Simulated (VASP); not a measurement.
NaF: single point with LDA

The system is NaF.

```
Na F
1.0
     0.00000    2.43947    2.32330
     2.43947    0.00000    2.32330
     2.43947    2.43947    0.00000
Na F
1 1
Direct
  0.00000 0.00000 0.00000
  0.50000 0.50000 0.50000
```

This cell differs from its parent crystal: strain +0.050 along x and y, +0.000 along z.

```json
{
 "Program": "VASP 6.6.1",
 "Task": "single point",
 "Functional": "LDA",
 "Potentials or basis": "VASP PAW LDA potentials, release 64 (Na_pv, F)",
 "Cutoff": "520 eV",
 "k mesh": "8 × 8 × 8",
 "Occupations": "gaussian, width 0.05 eV",
 "Spin": "no spin polarisation"
}
```

```
Pressure               : -7.4 GPa
Band gap on the k mesh : 5.43 eV
```

Stress tensor (GPa, compression positive):
```
-7.99  0.00  0.00
 0.00 -7.99  0.00
 0.00  0.00 -6.27
```

Levels at points of the mesh, in eV from the valence-band top:
| k point | band 4 | band 5 | band 6 | band 7 | band 8 | band 9 | band 10 | band 11 |
| --- | --- | --- | --- | --- | --- | --- | --- | --- |
| (0.00, 0.00, 0.00) | -18.60 | -0.02 | 0.00 | 0.00 | 5.43 | 17.72 | 17.72 | 18.04 |
| (0.50, 0.00, 0.00) | -18.01 | -1.45 | -0.24 | -0.21 | 9.77 | 11.24 | 18.14 | 19.02 |
| (0.50, 0.50, 0.00) | -18.38 | -1.13 | -0.42 | -0.42 | 12.20 | 12.34 | 12.42 | 17.65 |
| (0.50, 0.00, 0.50) | -18.40 | -1.19 | -0.39 | -0.31 | 11.72 | 12.18 | 12.65 | 18.02 |

Wall time 32 s on 1 thread of Intel Xeon 8259CL (shared host), peak memory 0.15 GiB.

Caveat: the cell differs from its parent crystal (strain +0.050 along x and y, +0.000 along z); the cell stands under tension.
